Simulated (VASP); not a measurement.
Input of a VASP 6.6.1 run:

File INCAR:

```
SYSTEM = GaSb3
PREC     = Accurate       ! precision mode
ENCUT    = 520            ! plane-wave cutoff, eV
EDIFF    = 1E-6           ! SCF threshold, eV
ISMEAR   = 0              ! smearing method
SIGMA    = 0.15           ! smearing width, eV
LREAL    = .FALSE.        ! projectors in reciprocal space
LASPH    = .TRUE.         ! aspherical terms in the spheres
NELM     = 80             ! most SCF steps
ALGO     = Normal         ! electronic algorithm
ISIF     = 2              ! what is computed and relaxed
LWAVE    = .FALSE.        ! write WAVECAR
LCHARG   = .FALSE.        ! write CHGCAR
GGA      = CA             ! functional
NBANDS   = 22             ! bands
```

Contents of KPOINTS:

```
Automatic mesh
0
G
  10 10 10
  0 0 0
```

Contents of POSCAR:

```
GaSb3
1.0
    0.0000000000      3.7200434650      3.4336001182
    3.7200434650      0.0000000000      3.4336001182
    3.7200434650      3.7200434650      0.0000000000
Ga Sb
1 3
Direct
    0.0000000000      0.0000000000      0.0000000000
    0.2500000000      0.2500000000      0.2500000000
    0.7500000000      0.7500000000      0.7500000000
    0.5000000000      0.5000000000      0.5000000000
```

Potentials or basis: VASP PAW LDA potentials, release 64 (Ga_d, Sb).

Run with:

```console
$ cat potpaw_LDA.64/Ga_d/POTCAR potpaw_LDA.64/Sb/POTCAR > POTCAR
$ mpirun -np 1 vasp_std > vasp.out
```

**Question.** Predict the pressure.

**Answer.** 0.4 GPa.

**Question.** Estimate the band gap on the k mesh.

**Answer.** Zero (band 14 reaches 10.27 eV, above the bottom of band 15 at 5.81 eV).

Stress tensor (GPa, compression positive):
```
0.15 0.00 0.00
0.00 0.15 0.00
0.00 0.00 0.98
```

Caveat: spin-orbit coupling is left out, which moves the levels of the heavy elements.
